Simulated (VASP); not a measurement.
Here is a VASP 6.6.1 calculation.

Contents of INCAR:

```
ALGO = Normal
EDIFF = 1E-7
ENCUT = 520
GGA = PE
ISIF = 2
ISMEAR = 0
LASPH = T
LCHARG = T
LELF = T
LREAL = F
LVHAR = T
LWAVE = F
NBANDS = 27
NELM = 100
PREC = Accurate
SIGMA = 0.1
```

KPOINTS

```
k-points
0
Gamma
  8 8 8
```

POSCAR

```
Te4W
1.0
    5.2939608965      0.0000000000      0.0000000000
    0.0000000000      5.2939608965      0.0000000000
    0.0000000000      0.0000000000      5.2939608965
Te W
4 1
Direct
    0.0000000000      0.0000000000      0.0000000000
    0.5000000000      0.5000000000      0.0000000000
    0.5000000000      0.0000000000      0.5000000000
    0.0000000000      0.5000000000      0.5000000000
    0.5000000000      0.5000000000      0.5000000000
```

Potentials or basis: VASP PAW PBE potentials, release 64 (Te, W_sv).

Launch:

```console
$ cat potpaw_PBE.64/Te/POTCAR potpaw_PBE.64/W_sv/POTCAR > POTCAR
$ mpirun -np 1 vasp_std > vasp.out
```

Problem. Estimate the pressure.

Solution. -0.1 GPa.

Problem. Predict the band gap on the k mesh.

Solution. Zero (band 19 reaches 7.20 eV, above the bottom of band 20 at 5.28 eV).

Caveat: spin-orbit coupling is left out, which moves the levels of the heavy elements.
